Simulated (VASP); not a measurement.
# I (P6_3/mmc) in VASP: a series of runs

The runs below take I through single point, with PBE.

All numbers are computed with VASP 6.6.1; they aren't measurements. Logs are shortened: lines on timing, memory, paths and dates and some standing lists are left out, and cuts for length are marked.

### Step 1. The cell of the first run

It takes space group P6_3/mmc (No. 194, hexagonal). Conventional cell: a = 3.134 Å, b = 3.134 Å, c = 5.464 Å, α = 90.00°, β = 90.00°, γ = 120.00°. I (site symmetry -6m2) has 12 I at 3.13 to 3.28 Å within 4.1 Å.

### Step 2. Single point, PBE

File INCAR:

```
  PREC = Accurate
  ENCUT = 520
  EDIFF = 1E-7
  ISMEAR = -1
  SIGMA = 0.08
  LREAL = False
  LASPH = True
  NELM = 100
  ALGO = Normal
  ISIF = 2
  LWAVE = False
  LCHARG = True
  GGA = PE
  LELF = True
  LVHAR = True
  NBANDS = 14
```

File KPOINTS:

```
regular mesh
0
Gamma
  12 12 7
```

File POSCAR:

```
I
1.0
    3.1335662156      0.0000000000      0.0000000000
   -1.5667831078      2.7137479471      0.0000000000
    0.0000000000      0.0000000000      5.4640347716
I
2
Direct
    0.3333333333      0.6666666667      0.2500000000
    0.6666666667      0.3333333333      0.7500000000
```

Potentials or basis: VASP PAW PBE potentials, release 64 (I).

Launch:

```bash
> cat potpaw_PBE.64/I/POTCAR > POTCAR
> mpirun -np 1 vasp_std > vasp.out
```

OUTCAR:

```text
PREC = Accurate
   ENCUT = 520
   EDIFF = 1E-7
   ISMEAR = -1
   LREAL = False
   LASPH = True
   NELM = 100
   ISIF = 2
   GGA = PE

 ion  position               nearest neighbor table
   1  0.333  0.667  0.250-   2 3.28   2 3.28   2 3.28   2 3.28   2 3.28   2 3.28
   2  0.667  0.333  0.750-   1 3.28   1 3.28   1 3.28   1 3.28   1 3.28   1 3.28

  LATTYP: Found a hexagonal cell.
 ALAT       =     3.1335662156
 C/A-ratio  =     1.7437112847

  Lattice vectors:

 A1 = (   3.1335662156,   0.0000000000,   0.0000000000)
 A2 = (  -1.5667831078,   2.7137479471,   0.0000000000)
 A3 = (   0.0000000000,   0.0000000000,   5.4640347716)

Analysis of symmetry for initial positions (statically):
=====================================================================
 Subroutine PRICEL returns:
 Original cell was already a primitive cell.

 Routine SETGRP: Setting up the symmetry group for a
 hexagonal supercell.

 Subroutine GETGRP returns: Found 24 space group operations
 (whereof 12 operations were pure point group operations)
 out of a pool of 24 trial point group operations.

The static configuration has the point symmetry D_3d.
 The point group associated with its full space group is D_6h.

Analysis of symmetry for dynamics (positions and initial velocities):
=====================================================================
 Subroutine PRICEL returns:
 Original cell was already a primitive cell.

 Routine SETGRP: Setting up the symmetry group for a
 hexagonal supercell.

 Subroutine GETGRP returns: Found 24 space group operations
 (whereof 12 operations were pure point group operations)
 out of a pool of 24 trial point group operations.

The dynamic configuration has the point symmetry D_3d.
 The point group associated with its full space group is D_6h.

 Subroutine INISYM returns: Found 24 space group operations
 (whereof 12 operations are pure point group operations),
 and found     1 'primitive' translations

----------------------------------------------------------------------------------------

                                     Primitive cell

  volume of cell :      46.4646

  direct lattice vectors                    reciprocal lattice vectors
     3.133566216  0.000000000  0.000000000     0.319125217  0.184247030  0.000000000
    -1.566783108  2.713747947  0.000000000     0.000000000  0.368494060  0.000000000
     0.000000000  0.000000000  5.464034772     0.000000000  0.000000000  0.183014941

  length of vectors
     3.133566216  3.133566216  5.464034772     0.368494060  0.368494060  0.183014941

  position of ions in fractional coordinates (direct lattice)
     0.333333333  0.666666667  0.250000000
     0.666666667  0.333333333  0.750000000

  ion indices of the primitive-cell ions
   primitive index   ion index
                 1           1
                 2           2

----------------------------------------------------------------------------------------

 KPOINTS: regular mesh

Automatic generation of k-mesh.
 Grid dimensions read from file:
 generate k-points for:   12   12    7

 Generating k-lattice:

  Cartesian coordinates                     Fractional coordinates (reciprocal lattice)
     0.026593768  0.015353919  0.000000000     0.083333333  0.000000000  0.000000000
     0.000000000  0.030707838  0.000000000     0.000000000  0.083333333  0.000000000
     0.000000000  0.000000000  0.026144992     0.000000000  0.000000000  0.142857143

  Length of vectors
     0.030707838  0.030707838  0.026144992

  Shift w.r.t. Gamma in fractional coordinates (k-lattice)
     0.000000000  0.000000000  0.000000000

 Subroutine IBZKPT returns following result:
 ===========================================

 Found     76 irreducible k-points:

 Following reciprocal coordinates:
            Coordinates               Weight
  0.000000  0.000000  0.000000      1.000000
  0.083333  0.000000  0.000000      6.000000
  0.166667  0.000000  0.000000      6.000000
  0.250000 -0.000000  0.000000      6.000000
  0.333333  0.000000  0.000000      6.000000
  0.416667  0.000000  0.000000      6.000000
[... 16 lines left out ...]
  0.250000 -0.000000  0.142857     12.000000
  0.333333  0.000000  0.142857     12.000000
 [... further k-points ...]
   k-points           NKPTS =     76   k-points in BZ     NKDIM =     76   number of bands    NBANDS=     14
   number of dos      NEDOS =    301   number of ions     NIONS =      2
   total plane-waves  NPLWV =  24192
   dimension x,y,z NGX =    24 NGY =   24 NGZ =   42
   dimension x,y,z NGXF=    48 NGYF=   48 NGZF=   84
   ions per type =               2
   NGX,Y,Z   is equivalent  to a cutoff of  12.73, 12.73, 12.78 a.u.
   NGXF,Y,Z  is equivalent  to a cutoff of  25.47, 25.47, 25.56 a.u.
 SYSTEM =  unknown system
   PREC   = accura    normal or accurate (medium, high low for compatibility)
   ISTART =      0    job   : 0-new  1-cont  2-samecut
   ICHARG =      2    charge: 1-file 2-atom 10-const
   ISPIN  =      1    spin polarized calculation?
   LNONCOLLINEAR =      F non collinear calculations
   LSORBIT =      F    spin-orbit coupling
   LASPH  =      T    aspherical Exc in radial PAW
   ENCUT  =  520.0 eV  38.22 Ry    6.18 a.u.   5.83  5.83 10.16*2*pi/ulx,y,z
   NELM   =    100;   NELMIN=  2; NELMDL= -5     # of ELM steps
   EDIFF  = 0.1E-06   stopping-criterion for ELM
   LREAL  =      F    real-space projection
   EDIFFG = 0.1E-05   stopping-criterion for IOM
   NSW    =      0    number of steps for IOM
   IBRION =     -1    ionic relax: 0-MD 1-quasi-New 2-CG
   NFREE  =      0    steps in history (QN), initial steepest desc. (CG)
   ISIF   =      2    stress and relaxation
   ISYM   =      2    0-nonsym 1-usesym 2-fastsym
   POTIM  = 0.5000    time-step for ionic-motion
   TEBEG  =    0.0;   TEEND  =   0.0 temperature during run
   PSTRESS=    0.0 pullay stress
   NELECT =      14.0000    total number of electrons
   NUPDOWN=      -1.0000    fix difference up-down
   EMIN   =  10.00;   EMAX   =-10.00  energy-range for DOS
   EFERMI =   0.00;   METHOD = LEGACY
   ISMEAR =    -1;   SIGMA  =   0.08  broadening in eV -4-tet -1-fermi 0-gaus
   EFERMI_NEDOS =   21; number of points for ismear=-14 and -15
   IALGO  =     38    algorithm
   IMIX   =      4    mixing-type and parameters
     AMIX     =   0.40;   BMIX     =  1.00
     AMIX_MAG =   1.60;   BMIX_MAG =  1.00
  volume/ion in A,a.u.               =      23.23       156.78
  Fermi-wavevector in a.u.,A,eV,Ry     =   1.097514  2.074001 16.388733  1.204538
  Thomas-Fermi vector in A             =   2.233876
   LORBIT       =      0    0 simple, 1 ext, 2 COOP (PROOUT), +10 PAW based schemes
   GGA     = PE    functional components
   LHFCALC =     F    Hartree Fock is set to
   AEXX    =    0.0000 exact exchange contribution
   IVDW    =     0    specifies the selected vdW correction
   LEPSILON=     F    determine dielectric tensor
   LRPA    =     F    only Hartree local field effects (RPA)
 non-spin polarized calculation
  energy-cutoff  :      520.00
  volume of cell :       46.46
 maximum number of plane-waves:      1275
 NGX is ok and might be reduce to    24

 number of electron      13.9999999 magnetization

 Free energy of the ion-electron system (eV)
  ---------------------------------------------------
  ext. energy  EPLUGINS =         0.00000000
  ---------------------------------------------------
  free energy    TOTEN  =        -0.57785052 eV

  energy without entropy =       -0.54116102  energy(sigma->0) =       -0.55950577

 E-fermi :  10.6941     XC(G=0): -11.0567

 val. band max:       10.6847585294   @ k =   0.1667   0.0833   0.0000
 cond. band min:      10.6941361210   @ k =   0.2500   0.1667   0.1429
 fundamental gap:      0.0093775917
 Fermi energy:        10.6941020162

 k-point     1 :       0.0000    0.0000    0.0000
  band No.  band energies     occupation
      1      -6.2003      2.00000
      2      -3.4465      2.00000
      3       2.6661      2.00000
      4      12.1479      0.00000
      5      12.1479      0.00000
      6      12.1745      0.00000
      7      13.3486      0.00000
      8      13.3486      0.00000
      9      18.2408      0.00000
     10      18.8051      0.00000
     11      20.4366      0.00000
     12      20.4366      0.00000
     13      20.5962      0.00000
     14      21.8011      0.00000

 k-point     2 :       0.0833    0.0000    0.0000
  band No.  band energies     occupation
      1      -6.0691      2.00000
      2      -3.3316      2.00000
      3       2.8023      2.00000
      4      11.0419      0.02555
      5      11.7634      0.00000
      6      12.1543      0.00000
      7      12.6069      0.00000
      8      13.2854      0.00000
      9      18.4319      0.00000
     10      18.9824      0.00000
     11      19.6892      0.00000
     12      20.7267      0.00000
     13      21.1123      0.00000
     14      21.2612      0.00000

 k-point     3 :       0.1667    0.0000    0.0000
  band No.  band energies     occupation
      1      -5.6797      2.00000
      2      -2.9973      2.00000
      3       3.2069      2.00000
      4       8.8984      2.00000
      5      10.8714      0.19662
      6      10.9929      0.04661
      7      12.0152      0.00000
      8      12.9364      0.00000
      9      17.1951      0.00000
     10      19.3138      0.00000
     11      19.4288      0.00000
     12      19.8843      0.00000
     13      21.4871      0.00000
     14      21.7182      0.00000

 k-point     4 :       0.2500   -0.0000    0.0000
  band No.  band energies     occupation
      1      -5.0466      2.00000
      2      -2.4850      2.00000
      3       3.8660      2.00000
      4       6.6896      2.00000
      5       8.8467      2.00000
      6      10.2178      1.99482
      7      11.5396      0.00005
      8      12.3953      0.00000
      9      16.0861      0.00000
     10      17.8918      0.00000
     11      19.1184      0.00000
     12      20.0394      0.00000
     13      20.9431      0.00000
     14      21.3169      0.00000

 k-point     5 :       0.3333    0.0000    0.0000
  band No.  band energies     occupation
      1      -4.2088      2.00000
      2      -1.9117      2.00000
      3       4.7459      2.00000
      4       4.8022      2.00000
      5       6.9009      2.00000
      6       9.5975      2.00000
      7      10.5810      1.60866
      8      11.8828      0.00000
      9      15.3120      0.00000
     10      17.1735      0.00000
     11      18.5673      0.00000
[... 276 lines left out ...]
 k-point    22 :       0.1667    0.0000    0.1429
  band No.  band energies     occupation
      1      -5.5918      2.00000
      2      -3.2244      2.00000
      3       3.6175      2.00000
      4       8.9832      2.00000
      5      10.5607      1.68233
      6      11.0679      0.01853
      7      11.5638      0.00004
      8      12.8073      0.00000
      9      17.2178      0.00000
     10      18.7455      0.00000
     11      19.4162      0.00000
     12      20.8595      0.00000
     13      21.4904      0.00000
     14      21.6059      0.00000

 k-point    23 :       0.2500   -0.0000    0.1429
  band No.  band energies     occupation
      1      -4.9609      2.00000
      2      -2.6943      2.00000
      3       4.2193      2.00000
      4       6.8139      2.00000
      5       8.5870      2.00000
      6      10.2989      1.98580
      7      11.2956      0.00109
      8      12.2432      0.00000
      9      16.1437      0.00000
     10      17.4536      0.00000
     11      18.6559      0.00000
     12      20.7412      0.00000
     13      21.2349      0.00000
     14      22.4272      0.00000

 k-point    24 :       0.3333    0.0000    0.1429
  band No.  band energies     occupation
      1      -4.1275      2.00000
      2      -2.0831      2.00000
      3       4.4760      2.00000
      4       5.5043      2.00000
      5       6.6379      2.00000
      6       9.6816      1.99999
      7      10.6472      1.28514
      8      11.7205      0.00001
      9      15.4101      0.00000
     10      16.5792      0.00000
     11      18.2625      0.00000
     12      20.4469      0.00000
     13      20.7144      0.00000
     14      22.8303      0.00000

 [... further k-points ...]
[... 5 lines left out ...]
  --------------------------------------------------------------------------------------
  -------------------------------------------------------------------------------------
  Total        8.5963684      8.5963684      8.6633780      0.0000000      0.0000000      0.0000000
  in kB      296.4174487    296.4174487    298.7280511      0.0000000      0.0000000      0.0000000
  external PRESSURE =     297.1876495 kB  Pullay stress =       0.0000000 kB

 VOLUME and BASIS-vectors are now :
 -----------------------------------------------------------------------------
  energy-cutoff  :      520.00
  volume of cell :       46.46
      direct lattice vectors                 reciprocal lattice vectors
     3.133566216  0.000000000  0.000000000     0.319125217  0.184247030  0.000000000
    -1.566783108  2.713747947  0.000000000     0.000000000  0.368494060  0.000000000
     0.000000000  0.000000000  5.464034772     0.000000000  0.000000000  0.183014941

 POSITION                                       TOTAL-FORCE (eV/Angst)
 -----------------------------------------------------------------------------------
     -0.00000      1.80917      1.36601        -0.000000      0.000000      0.000000
      1.56678      0.90458      4.09803         0.000000     -0.000000      0.000000
 -----------------------------------------------------------------------------------
    total drift:                               -0.000000      0.000000      0.000000

  FREE ENERGIE OF THE ION-ELECTRON SYSTEM (eV)
  ---------------------------------------------------
  free  energy   TOTEN  =        -0.5778505226 eV

  energy  without entropy=       -0.5411610249  energy(sigma->0) =       -0.55950577
```

It took 19 s on 1 thread of Intel Xeon 6975P-C (Granite Rapids), shared host; peak memory 0.18 GiB.

What came out:

```
Free energy            : -0.5779 eV
Pressure               : 29.7 GPa
Band gap on the k mesh : zero (band 7 reaches 13.35 eV, above the bottom of band 8 at 7.89 eV)
```

Stress tensor (GPa, compression positive):
```
29.64  0.00  0.00
 0.00 29.64  0.00
 0.00  0.00 29.87
```

Caveat: spin-orbit coupling is left out, which moves the levels of the heavy elements.

### Step 3. Single point, PBE

File INCAR:

```
SYSTEM = I
PREC     = Accurate       ! precision mode
ENCUT    = 520            ! plane-wave cutoff, eV
EDIFF    = 1E-6           ! SCF threshold, eV
ISMEAR   = -1             ! smearing method
SIGMA    = 0.08           ! smearing width, eV
LREAL    = .FALSE.        ! projectors in reciprocal space
LASPH    = .TRUE.         ! aspherical terms in the spheres
NELM     = 60             ! most SCF steps
ALGO     = Normal         ! electronic algorithm
ISIF     = 2              ! what is computed and relaxed
LWAVE    = .FALSE.        ! write WAVECAR
LCHARG   = .FALSE.        ! write CHGCAR
GGA      = PE             ! functional
NBANDS   = 14             ! bands
```

File KPOINTS:

```
Automatic mesh
0
G
  12 12 7
  0 0 0
```

File POSCAR:

```
I
1.0
    3.1335662156      0.0000000000      0.0000000000
   -1.5667831078      2.7137479472      0.0000000000
    0.0000000000      0.0000000000      5.4640347716
I
2
Direct
    0.3333333333      0.6666666667      0.2500000000
    0.6666666667      0.3333333333      0.7500000000
```

Potentials or basis: VASP PAW PBE potentials, release 64 (I).

Launch:

```bash
> cat potpaw_PBE.64/I/POTCAR > POTCAR
> mpirun -np 1 vasp_std > vasp.out
```

OUTCAR:

```text
SYSTEM = I
   PREC = Accurate
   ENCUT = 520
   EDIFF = 1E-6
   ISMEAR = -1
   LREAL = .FALSE.
   LASPH = .TRUE.
   NELM = 60
   ISIF = 2
   GGA = PE

 ion  position               nearest neighbor table
   1  0.333  0.667  0.250-   2 3.28   2 3.28   2 3.28   2 3.28   2 3.28   2 3.28
   2  0.667  0.333  0.750-   1 3.28   1 3.28   1 3.28   1 3.28   1 3.28   1 3.28

  LATTYP: Found a hexagonal cell.
 ALAT       =     3.1335662156
 C/A-ratio  =     1.7437112847

  Lattice vectors:

 A1 = (   3.1335662156,   0.0000000000,   0.0000000000)
 A2 = (  -1.5667831078,   2.7137479472,   0.0000000000)
 A3 = (   0.0000000000,   0.0000000000,   5.4640347716)

Analysis of symmetry for initial positions (statically):
=====================================================================
 Subroutine PRICEL returns:
 Original cell was already a primitive cell.

 Routine SETGRP: Setting up the symmetry group for a
 hexagonal supercell.

 Subroutine GETGRP returns: Found 24 space group operations
 (whereof 12 operations were pure point group operations)
 out of a pool of 24 trial point group operations.

The static configuration has the point symmetry D_3d.
[... 171 lines left out ...]
  band No.  band energies     occupation
      1      -6.2003      2.00000
      2      -3.4465      2.00000
      3       2.6661      2.00000
      4      12.1479      0.00000
      5      12.1479      0.00000
      6      12.1745      0.00000
      7      13.3486      0.00000
      8      13.3486      0.00000
      9      18.2407      0.00000
     10      18.8051      0.00000
     11      20.4366      0.00000
     12      20.4366      0.00000
     13      20.5962      0.00000
     14      21.8012      0.00000
[... 377 lines left out ...]
      1      -4.1275      2.00000
      2      -2.0831      2.00000
      3       4.4760      2.00000
      4       5.5043      2.00000
      5       6.6379      2.00000
      6       9.6816      1.99999
      7      10.6471      1.28543
      8      11.7205      0.00001
      9      15.4101      0.00000
     10      16.5792      0.00000
     11      18.2625      0.00000
     12      20.4469      0.00000
     13      20.7143      0.00000
     14      22.8302      0.00000

 [... further k-points ...]
[... 5 lines left out ...]
  --------------------------------------------------------------------------------------
  -------------------------------------------------------------------------------------
  Total        8.5969493      8.5969493      8.6630315      0.0000000     -0.0000000      0.0000000
  in kB      296.4374781    296.4374781    298.7161037      0.0000000     -0.0000000      0.0000000
  external PRESSURE =     297.1970200 kB  Pullay stress =       0.0000000 kB

 VOLUME and BASIS-vectors are now :
 -----------------------------------------------------------------------------
  energy-cutoff  :      520.00
  volume of cell :       46.46
      direct lattice vectors                 reciprocal lattice vectors
     3.133566216  0.000000000  0.000000000     0.319125217  0.184247030  0.000000000
    -1.566783108  2.713747947  0.000000000     0.000000000  0.368494060  0.000000000
     0.000000000  0.000000000  5.464034772     0.000000000  0.000000000  0.183014941

 POSITION                                       TOTAL-FORCE (eV/Angst)
 -----------------------------------------------------------------------------------
     -0.00000      1.80917      1.36601         0.000000      0.000000      0.000000
      1.56678      0.90458      4.09803        -0.000000     -0.000000      0.000000
 -----------------------------------------------------------------------------------
    total drift:                               -0.000000      0.000000      0.000000

  FREE ENERGIE OF THE ION-ELECTRON SYSTEM (eV)
  ---------------------------------------------------
  free  energy   TOTEN  =        -0.5778505504 eV

  energy  without entropy=       -0.5411619552  energy(sigma->0) =       -0.55950625
```

Wall time 17 s (1 thread of Intel Xeon 6975P-C (Granite Rapids), shared host); peak memory 0.18 GiB.

Results:

| Quantity | Value |
| --- | --- |
| Free energy | -0.5779 eV |
| Pressure | 29.7 GPa |
| Band gap on the k mesh | zero (band 7 reaches 13.35 eV, above the bottom of band 8 at 7.89 eV) |

Stress tensor (GPa, compression positive):
```
29.64  0.00  0.00
 0.00 29.64  0.00
 0.00  0.00 29.87
```

Levels at points of the mesh, in eV from the Fermi level:
```csv
k point,band 5,band 6,band 7,band 8,band 9,band 10
"(0.00, 0.00, 0.00)",1.45,1.48,2.65,2.65,7.55,8.11
"(0.50, 0.00, 0.00)",-4.33,-2.03,-1.62,0.72,4.02,6.19
```

Caveat: spin-orbit coupling is left out, which moves the levels of the heavy elements.

(Continued in part 2 of 2.)
